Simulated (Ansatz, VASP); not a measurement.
**One calculation of CaC, two programs**

```
CELL_PARAMETERS angstrom
3.17446 0.00000 0.00000
0.00000 3.17446 0.00000
0.00000 0.00000 2.99828
ATOMIC_POSITIONS crystal
Ca 0.50000 0.50000 0.50000
C 0.00000 0.00000 0.00000
```

Alike in both runs: task relaxation of cell and atoms; functional PBE; k mesh 18 × 18 × 18; occupations gaussian, width 0.1 eV; no spin polarisation.

|  | VASP | Ansatz |
| --- | --- | --- |
| version | VASP 6.6.1 | Ansatz 0.2.0 |
| potentials or method | VASP PAW PBE potentials, release 64 (Ca_sv, C), cutoff 600 eV | scalar-relativistic, plane waves, PAW |
| valence electrons in the cell | 14 | 14 |

|  | VASP | Ansatz | Ansatz less VASP |
| --- | --- | --- | --- |
| gap on the k mesh at the Fermi level, each at its own relaxed structure (eV) | none | none | - |
| relaxed volume (Å³/atom) | 15.25 | 15.18 | -0.071 |
| relaxed cell length with the largest relative difference (Å) | 3.126 | 3.120 | -0.0061 |

A gap of «none» marks a metal or a gap that the smearing closes.
